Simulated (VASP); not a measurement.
## Rh: single point with PBE

System: Rh, a slab with vacuum.

```
Rh
1.0
     2.70818    0.00000    0.00000
    -1.35409    2.34535    0.00000
     0.00000    0.00000   26.05608
Rh
6
Direct
  0.66667 0.33333 0.28784
  0.33333 0.66667 0.37270
  0.00000 0.00000 0.45757
  0.66667 0.33333 0.54243
  0.33333 0.66667 0.62730
  0.00000 0.00000 0.71216
```

```json
{"Program": "VASP 6.6.1", "Task": "single point", "Functional": "PBE", "Potentials or basis": "VASP PAW PBE potentials, release 64 (Rh_pv)", "Cutoff": "520 eV", "k mesh": "15 × 15 × 1", "Occupations": "gaussian, width 0.1 eV", "Spin": "no spin polarisation", "Dipole correction": "yes", "Further INCAR settings": "ALGO = Fast; EDIFF = 1e-06; NBANDS = 54"}
```

```
Largest force          : 0.309 eV/Å
Band gap on the k mesh : zero (bands 45 and 46 overlap by 1.61 eV)
```

Forces on the atoms (eV/Å):
```
Rh   0.000  0.000  0.309
Rh   0.000  0.000 -0.186
Rh   0.000  0.000 -0.225
Rh   0.000  0.000  0.225
Rh   0.000  0.000  0.186
Rh   0.000  0.000 -0.309
```

Levels at points of the mesh, in eV from the Fermi level:
| k point | band 40 | band 41 | band 42 | band 43 | band 44 | band 45 | band 46 | band 47 | band 48 | band 49 |
| --- | --- | --- | --- | --- | --- | --- | --- | --- | --- | --- |
| (0.00, 0.00, 0.00) | -2.26 | -1.00 | -1.00 | -0.97 | -0.96 | -0.96 | -0.70 | -0.70 | -0.23 | -0.23 |

Wall time 15 min on 1 thread of AMD EPYC 7R13 (shared host), peak memory 0.33 GiB.
